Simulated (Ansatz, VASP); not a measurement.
## One calculation of Co, two programs

INCAR

```
PREC = Accurate
ENCUT = 520
EDIFF = 1E-7
ISMEAR = 0
SIGMA = 0.1
LREAL = F
LASPH = T
NELM = 150
ALGO = Normal
ISIF = 2
LWAVE = F
LCHARG = T
ISPIN = 2
MAGMOM = 2.5 2.5
LORBIT = 11
LMAXMIX = 4
GGA = PE
LELF = T
LVHAR = T
NBANDS = 20
```

KPOINTS

```
regular mesh
0
Gamma
  13 13 7
```

POSCAR

```
Co
1.0
    2.4208680830      0.0000000000      0.0000000000
   -1.2104340415      2.0965332615      0.0000000000
    0.0000000000      0.0000000000      3.9294452464
Co
2
Direct
    0.3333333333      0.6666666667      0.2500000000
    0.6666666667      0.3333333333      0.7500000000
```

Input for Ansatz:

```yaml
crystal:
  lattice:
    - [2.420868082960156, 0.0, 0.0]
    - [-1.210434041480078, 2.0965332615172945, 0.0]
    - [0.0, 0.0, 3.929445246406452]
  atoms:
    - { symbol: Co, position: [0.3333333333333333, 0.6666666666666666, 0.25], spin: 2.5 }
    - { symbol: Co, position: [0.6666666666666666, 0.3333333333333333, 0.75], spin: 2.5 }
basis:
  ecutwfc: 571.4391111657479
kpoints:
  mp_grid:
    grid: [13, 13, 7]
hamiltonian:
  xc: pbe
magnetization:
  spin_polarized: true
scf:
  occupations:
    method: gaussian
output:
  stress: true
```

Alike in both runs: task single point; functional PBE; k mesh 13 × 13 × 7; collinear spin.

```csv
,VASP,Ansatz
version,VASP 6.6.1,Ansatz 0.2.0
potentials or method,"VASP PAW PBE potentials, release 64 (Co), cutoff 520 eV","plane waves, PAW"
occupations,"gaussian, width 0.1 eV",gaussian
valence electrons in the cell,18,34
```

```tsv
	VASP	Ansatz	Ansatz less VASP
pressure (GPa)	21.3	22.5	+1.19
traceless stress, the component that is largest in VASP (GPa)	-1.72	-1.69	+0.037
net moment per atom (μB)	1.55	1.56	+0.006
size of the moment on the site where the two differ most (μB)	1.55	1.63	+0.070
```

Site moments also hang on the region over which each program counts them. VASP's potentials hold 18 valence electrons a cell and Ansatz's 34, so a difference there can come from the potentials and not from the codes.
